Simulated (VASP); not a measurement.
# CuGe4 in VASP: further runs, part 2 of 2

VASP 6.6.1.

## 3. Single point, PBE+D3(BJ)

INCAR reads:

```
SYSTEM = CuGe4
PREC = Accurate
ENCUT = 520
EDIFF = 1E-6
ISMEAR = 0
SIGMA = 0.1
LREAL = .FALSE.
LASPH = .TRUE.
NELM = 80
ALGO = Normal
ISIF = 2
LWAVE = .FALSE.
LCHARG = .FALSE.
LDIPOL = .TRUE.
IDIPOL = 3
DIPOL = 0.5 0.5 0.335
GGA = PE
IVDW = 12
NBANDS = 42
```

KPOINTS reads:

```
Automatic mesh
0
G
  9 9 1
  0 0 0
```

POSCAR reads:

```
CuGe4
1.0
    4.0303587933      0.0000000000      0.0000000000
   -2.0151793967      3.4903931014      0.0000000000
    0.0000000000      0.0000000000     21.4984134729
Ge Cu
4 1
Direct
    0.3333333333      0.6666666667      0.1860602414
    0.0000000000      0.0000000000      0.2243278812
    0.0000000000      0.0000000000      0.3459155542
    0.6666666667      0.3333333333      0.3813496974
    1.1111111111      0.5555555556      0.5348493966
```

Potentials or basis: VASP PAW PBE potentials, release 64 (Ge_d, Cu).

The run is started by

```console
$ cat potpaw_PBE.64/Ge_d/POTCAR potpaw_PBE.64/Cu/POTCAR > POTCAR
$ mpirun -np 1 vasp_std > vasp.out
```

OUTCAR:

```text
SYSTEM = CuGe4
   PREC = Accurate
   ENCUT = 520
   EDIFF = 1E-6
   ISMEAR = 0
   LREAL = .FALSE.
   LASPH = .TRUE.
   NELM = 80
   ISIF = 2
   GGA = PE
   IVDW = 12
 IVDW          = 12

 ion  position               nearest neighbor table
   1  0.333  0.667  0.186-   2 2.47   2 2.47   2 2.47
   2  0.000  0.000  0.224-   1 2.47   1 2.47   1 2.47   3 2.61
   3  0.000  0.000  0.346-   4 2.45   4 2.45   4 2.45   2 2.61
   4  0.667  0.333  0.381-   3 2.45   3 2.45   3 2.45
   5  0.111  0.556  0.535-

  LATTYP: Found a hexagonal cell.
 ALAT       =     4.0303587933
 C/A-ratio  =     5.3341190141

  Lattice vectors:

 A1 = (   4.0303587933,   0.0000000000,   0.0000000000)
 A2 = (  -2.0151793967,   3.4903931014,   0.0000000000)
 A3 = (   0.0000000000,   0.0000000000,  21.4984134729)

Analysis of symmetry for initial positions (statically):
=====================================================================
 Subroutine PRICEL returns:
 Original cell was already a primitive cell.

 Routine SETGRP: Setting up the symmetry group for a
 hexagonal supercell.

 Subroutine GETGRP returns: Found  2 space group operations
 (whereof  2 operations were pure point group operations)
 out of a pool of 24 trial point group operations.

The static configuration has the point symmetry C_1h.

Analysis of symmetry for dynamics (positions and initial velocities):
=====================================================================
 Subroutine PRICEL returns:
 Original cell was already a primitive cell.

 Routine SETGRP: Setting up the symmetry group for a
 hexagonal supercell.

 Subroutine GETGRP returns: Found  2 space group operations
 (whereof  2 operations were pure point group operations)
 out of a pool of 24 trial point group operations.

The dynamic configuration has the point symmetry C_1h.

 Subroutine INISYM returns: Found  2 space group operations
 (whereof  2 operations are pure point group operations),
 and found     1 'primitive' translations

----------------------------------------------------------------------------------------

                                     Primitive cell

  volume of cell :     302.4297

  direct lattice vectors                    reciprocal lattice vectors
     4.030358793  0.000000000  0.000000000     0.248116868  0.143250340  0.000000000
    -2.015179397  3.490393101  0.000000000     0.000000000  0.286500681  0.000000000
     0.000000000  0.000000000 21.498413473     0.000000000  0.000000000  0.046515060

  length of vectors
     4.030358793  4.030358793 21.498413473     0.286500681  0.286500681  0.046515060

  position of ions in fractional coordinates (direct lattice)
     0.333333333  0.666666667  0.186060241
     0.000000000  0.000000000  0.224327881
     0.000000000  0.000000000  0.345915554
     0.666666667  0.333333333  0.381349697
     0.111111111  0.555555556  0.534849397

  ion indices of the primitive-cell ions
   primitive index   ion index
                 1           1
                 2           2
                 3           3
                 4           4
[... 33 lines left out ...]
  0.222222 -0.000000  0.000000      2.000000
  0.000000  0.222222  0.000000      4.000000
  0.333333 -0.000000  0.000000      2.000000
[... 16 lines left out ...]
 -0.222222 -0.444444  0.000000      4.000000
  0.444444  0.333333  0.000000      4.000000
   k-points           NKPTS =     25   k-points in BZ     NKDIM =     25   number of bands    NBANDS=     42
   number of dos      NEDOS =    301   number of ions     NIONS =      5
   total plane-waves  NPLWV = 144000
   dimension x,y,z NGX =    30 NGY =   30 NGZ =  160
   dimension x,y,z NGXF=    60 NGYF=   60 NGZF=  320
   ions per type =               4   1
   NGX,Y,Z   is equivalent  to a cutoff of  12.37, 12.37, 12.37 a.u.
   NGXF,Y,Z  is equivalent  to a cutoff of  24.75, 24.75, 24.75 a.u.
 SYSTEM =  CuGe4
   PREC   = accura    normal or accurate (medium, high low for compatibility)
   ISTART =      0    job   : 0-new  1-cont  2-samecut
   ICHARG =      2    charge: 1-file 2-atom 10-const
   ISPIN  =      1    spin polarized calculation?
   LNONCOLLINEAR =      F non collinear calculations
   LSORBIT =      F    spin-orbit coupling
   LASPH  =      T    aspherical Exc in radial PAW
   ENCUT  =  520.0 eV  38.22 Ry    6.18 a.u.   7.49  7.49 39.97*2*pi/ulx,y,z
   NELM   =     80;   NELMIN=  2; NELMDL= -5     # of ELM steps
   EDIFF  = 0.1E-05   stopping-criterion for ELM
   LREAL  =      F    real-space projection
   EDIFFG = 0.1E-04   stopping-criterion for IOM
   NSW    =      0    number of steps for IOM
   IBRION =     -1    ionic relax: 0-MD 1-quasi-New 2-CG
   NFREE  =      0    steps in history (QN), initial steepest desc. (CG)
   ISIF   =      2    stress and relaxation
   ISYM   =      2    0-nonsym 1-usesym 2-fastsym
   POTIM  = 0.5000    time-step for ionic-motion
   TEBEG  =    0.0;   TEEND  =   0.0 temperature during run
   PSTRESS=    0.0 pullay stress
   NELECT =      67.0000    total number of electrons
   NUPDOWN=      -1.0000    fix difference up-down
   EMIN   =  10.00;   EMAX   =-10.00  energy-range for DOS
   EFERMI =   0.00;   METHOD = LEGACY
   ISMEAR =     0;   SIGMA  =   0.10  broadening in eV -4-tet -1-fermi 0-gaus
   EFERMI_NEDOS =   21; number of points for ismear=-14 and -15
   IALGO  =     38    algorithm
   IMIX   =      4    mixing-type and parameters
     AMIX     =   0.40;   BMIX     =  1.00
     AMIX_MAG =   1.60;   BMIX_MAG =  1.00
  volume/ion in A,a.u.               =      60.49       408.18
  Fermi-wavevector in a.u.,A,eV,Ry     =   0.990585  1.871934 13.350826  0.981258
  Thomas-Fermi vector in A             =   2.122265
   LORBIT       =      0    0 simple, 1 ext, 2 COOP (PROOUT), +10 PAW based schemes
   GGA     = PE    functional components
   LHFCALC =     F    Hartree Fock is set to
   AEXX    =    0.0000 exact exchange contribution
   IVDW    =    12    specifies the selected vdW correction
   LEPSILON=     F    determine dielectric tensor
   LRPA    =     F    only Hartree local field effects (RPA)
 non-spin polarized calculation
 Gauss-broadening in eV      SIGMA  =   0.10
  energy-cutoff  :      520.00
  volume of cell :      302.43
 maximum number of plane-waves:      8193
 NGX is ok and might be reduce to    30
   NGX = 15   NGY = 15   NGZ = 79

 dipolmoment           0.000000      0.000000     -0.000518 electrons x Angstroem

 number of electron      67.0000012 magnetization

 dipolmoment           0.000000      0.000000      0.002725 electrons x Angstroem

 Free energy of the ion-electron system (eV)
  ---------------------------------------------------
  ext. energy  EPLUGINS =         0.00000000
  ---------------------------------------------------
  free energy    TOTEN  =       -17.66844225 eV

  energy without entropy =      -17.65484047  energy(sigma->0) =      -17.66164136

 E-fermi :  -1.4001     XC(G=0):  -4.6823

 val. band max:       -1.4929740480   @ k =   0.3333   0.3333   0.0000
 cond. band min:      -1.3856136606   @ k =  -0.1111   0.4444   0.0000
 fundamental gap:      0.1073603874
 Fermi energy:        -1.4000691041

 k-point     1 :       0.0000    0.0000    0.0000
  band No.  band energies     occupation
      1     -25.8135      2.00000
      2     -25.8130      2.00000
      3     -25.7877      2.00000
      4     -25.7612      2.00000
      5     -25.7596      2.00000
      6     -25.7342      2.00000
[... 1069 lines left out ...]
     41       3.4320      0.00000
     42       3.9795      0.00000

 [... further k-points ...]

------------------------ aborting loop because EDIFF is reached ----------------------------------------

 vacuum level on the upper side and lower side of the slab       (xc-potential included)        -0.154        -0.136

 Edisp (eV)   -1.15969

 E8    (eV) :    -0.5334

  FORCE on cell =-STRESS in cart. coord.  units (eV):
  Direction    XX          YY          ZZ          XY          YZ          ZX
  --------------------------------------------------------------------------------------
  -------------------------------------------------------------------------------------
  Total      -2.25296    -2.06725    -2.02325    -0.16084    -0.21338    -0.36959
  in kB     -11.93550   -10.95163   -10.71854    -0.85205    -1.13044    -1.95798
  external pressure =      -11.20 kB  Pullay stress =        0.00 kB

 VOLUME and BASIS-vectors are now :
 -----------------------------------------------------------------------------
  energy-cutoff  :      520.00
  volume of cell :      302.43
      direct lattice vectors                 reciprocal lattice vectors
     4.030358793  0.000000000  0.000000000     0.248116868  0.143250340  0.000000000
    -2.015179397  3.490393101  0.000000000     0.000000000  0.286500681  0.000000000
     0.000000000  0.000000000 21.498413473     0.000000000  0.000000000  0.046515060

 POSITION                                       TOTAL-FORCE (eV/Angst)
 -----------------------------------------------------------------------------------
     -0.00000      2.32693      4.00000        -0.013979     -0.008071      0.151220
      0.00000      0.00000      4.82269         0.017625      0.010176     -0.074469
      0.00000      0.00000      7.43664        -0.022019     -0.012713     -0.089583
      2.01518      1.16346      8.19841         0.135292      0.078111      0.510554
     -0.67173      1.93911     11.49841        -0.116919     -0.067503     -0.497722
 -----------------------------------------------------------------------------------
    total drift:                               -0.000012     -0.000004     -0.004238

  FREE ENERGIE OF THE ION-ELECTRON SYSTEM (eV)
  ---------------------------------------------------
  free  energy   TOTEN  =       -18.8281343720 eV

  energy  without entropy=      -18.8145325869  energy(sigma->0) =      -18.82133348

 vacuum level on the upper side and lower side of the slab         3.113         3.136
```

stdout:

```text
POSCAR found type information on POSCAR GeCu
 POSCAR found :  2 types and       5 ions
 scaLAPACK will be used
 LDA part: xc-table for (Slater+PW92), standard interpolation
 POSCAR, INCAR and KPOINTS ok, starting setup
 FFT: planning ... GRIDC
 FFT: planning ... GRID_SOFT
 FFT: planning ... GRID
 WAVECAR not read
 entering main loop
```

Run time: 6 min. Hardware: 1 thread of Intel Xeon 6975P-C (Granite Rapids), shared host; peak memory 0.54 GiB.

What came out:

| Item | Value |
| --- | --- |
| Free energy | -18.8281 eV |
| Largest force | 0.534 eV/Å |
| Band gap on the k mesh | zero (an odd number of electrons rules out a gap without spin polarisation) |
| Dispersion energy per atom | -0.232 eV |

Forces on the atoms (eV/Å):
```
Ge  -0.014 -0.008  0.151
Ge   0.018  0.010 -0.074
Ge  -0.022 -0.013 -0.090
Ge   0.135  0.078  0.511
Cu  -0.117 -0.068 -0.498
```

## 4. Single point, PBE+D3(BJ)

INCAR reads:

```
PREC = Accurate
ENCUT = 520
EDIFF = 1E-6
ISMEAR = 0
SIGMA = 0.1
LREAL = False
LASPH = True
NELM = 80
ALGO = Normal
ISIF = 2
LWAVE = False
LCHARG = False
LDIPOL = True
IDIPOL = 3
DIPOL = 0.5 0.5 0.335
GGA = PE
IVDW = 12
NBANDS = 42
```

KPOINTS reads:

```
Automatic mesh
0
Gamma
  9 9 1
```

POSCAR, as its differences from that of step 3:

```diff
@@ -12,2 +12,2 @@
     0.6666666667      0.3333333333      0.3813496974
-    1.1111111111      0.5555555556      0.5348493966
+    1.1111111111      1.2222222222      0.5348493966
```

The run is started by

```console
$ cat potpaw_PBE.64/Ge_d/POTCAR potpaw_PBE.64/Cu/POTCAR > POTCAR
$ mpirun -np 1 vasp_std > vasp.out
```

Run time: 6 min. Hardware: 1 thread of Intel Xeon 6975P-C (Granite Rapids), shared host; peak memory 0.54 GiB.

The run converged. Its results:

| Item | Value |
| --- | --- |
| Free energy | -18.7971 eV |
| Largest force | 0.443 eV/Å |
| Band gap on the k mesh | zero (an odd number of electrons rules out a gap without spin polarisation) |
| Dispersion energy per atom | -0.232 eV |

Forces on the atoms (eV/Å):
```
Ge   0.000  0.021  0.162
Ge   0.000 -0.019 -0.113
Ge   0.000 -0.019 -0.054
Ge   0.000 -0.010  0.443
Cu   0.000  0.027 -0.439
```

Levels at points of the mesh, in eV from the Fermi level:
| k point | band 31 | band 32 | band 33 | band 34 | band 35 | band 36 |
| --- | --- | --- | --- | --- | --- | --- |
| (0.00, 0.00, 0.00) | -0.55 | -0.55 | 0.05 | 0.05 | 0.67 | 1.16 |

## 5. Summary

| cell | gap on the mesh (eV) | largest force (eV/Å) |
| --- | --- | --- |
| as given, atomic positions A | none | 0.52 |
| as given, atomic positions B | none | 0.53 |
| as given, atomic positions C | none | 0.44 |

Alike in all rows: task single point; level PBE+D3(BJ); potentials or basis VASP PAW PBE potentials, release 64 (Ge_d, Cu); no spin polarisation; k mesh 9 × 9 × 1; cutoff (eV) 520; smearing gaussian 0.1 eV.

Total energies depend on the potentials used, so only differences within one code and one set of settings carry meaning.
